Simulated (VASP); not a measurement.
## TiO2: single point with LDA

TiO2:

```
Ti O
1.0
     1.49733    0.86448    6.98154
    -1.49733    0.86448    6.98154
     0.00000   -1.72897    6.98154
Ti O
1 2
Direct
  0.00000 0.00000 0.00000
  0.37953 0.37953 0.37953
  0.62047 0.62047 0.62047
```

```json
{
 "Program": "VASP 6.6.1",
 "Task": "single point",
 "Functional": "LDA",
 "Potentials or basis": "VASP PAW LDA potentials, release 64 (Ti_sv, O)",
 "Cutoff": "520 eV",
 "k mesh": "10 × 10 × 10",
 "Occupations": "gaussian, width 0.01 eV",
 "Spin": "no spin polarisation"
}
```

- Pressure: -6.9 GPa
- Largest force: 0.750 eV/Å
- Band gap on the k mesh: 2.60 eV, indirect (least direct gap 2.77 eV)

Forces in eV/Å, atoms in the order of the input:
```
Ti   0.000  0.000  0.000
O    0.000  0.000 -0.750
O    0.000  0.000  0.750
```

Stress tensor (GPa, compression positive):
```
-8.13  0.00  0.00
 0.00 -8.13  0.00
 0.00  0.00 -4.46
```

Levels at points of the mesh, in eV from the valence-band top:
| k point | band 10 | band 11 | band 12 | band 13 | band 14 | band 15 |
| --- | --- | --- | --- | --- | --- | --- |
| (0.00, 0.00, 0.00) | -0.64 | -0.18 | -0.18 | 2.59 | 2.59 | 4.31 |
| (0.50, 0.00, 0.00) | -1.68 | -1.21 | -0.65 | 2.85 | 3.64 | 3.72 |
| (0.50, 0.50, 0.00) | -1.69 | -1.21 | -0.64 | 2.85 | 3.64 | 3.72 |
| (0.50, 0.50, 0.50) | -0.70 | -0.18 | -0.18 | 2.59 | 2.59 | 4.32 |

It took 6.4 min on 1 thread of Intel(R) Xeon(R) 6975P-C (Granite Rapids) (shared host), peak memory 0.38 GiB.

A k mesh can miss the band edges. As with any semilocal functional, this LDA gap is likely too small.
